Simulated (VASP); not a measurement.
A run of VASP 6.6.1:

The input INCAR:

```
SYSTEM = NiO
AGGAC = 1.0
AGGAX = 1.0
ALDAC = 0.0
ALDAX = 1.0
ALGO = Normal
EDIFF = 1E-6
ENCUT = 520
GGA = B5
ISIF = 2
ISMEAR = -1
ISPIN = 2
LASPH = .TRUE.
LCHARG = .FALSE.
LMAXMIX = 4
LORBIT = 11
LREAL = .FALSE.
LWAVE = .FALSE.
MAGMOM = 1 0
NBANDS = 19
NELM = 150
PREC = Accurate
SIGMA = 0.05
```

The input KPOINTS:

```
k-points
0
G
  11 11 11
  0 0 0
```

Contents of POSCAR:

```
NiO
1.0
    0.0000000000      2.1401417818      2.1401417818
    2.1401417818      0.0000000000      2.1401417818
    2.1401417818      2.1401417818      0.0000000000
Ni O
1 1
Direct
    0.0000000000      0.0000000000      0.0000000000
    0.5000000000      0.5000000000      0.5000000000
```

Potentials or basis: VASP PAW PBE potentials, release 64 (Ni, O).

Command:

```console
$ cat potpaw_PBE.64/Ni/POTCAR potpaw_PBE.64/O/POTCAR > POTCAR
$ mpirun -np 1 vasp_std > vasp.out
```

Hardware: 1 thread of AMD EPYC 7R13, with other jobs on the host.

Problem. Estimate the wall time of this run.

Solution. Wall time 2.4 min on 1 thread of AMD EPYC 7R13, with other jobs on the host, peak memory 0.14 GiB. Counts: scf iterations 17, k points 56.
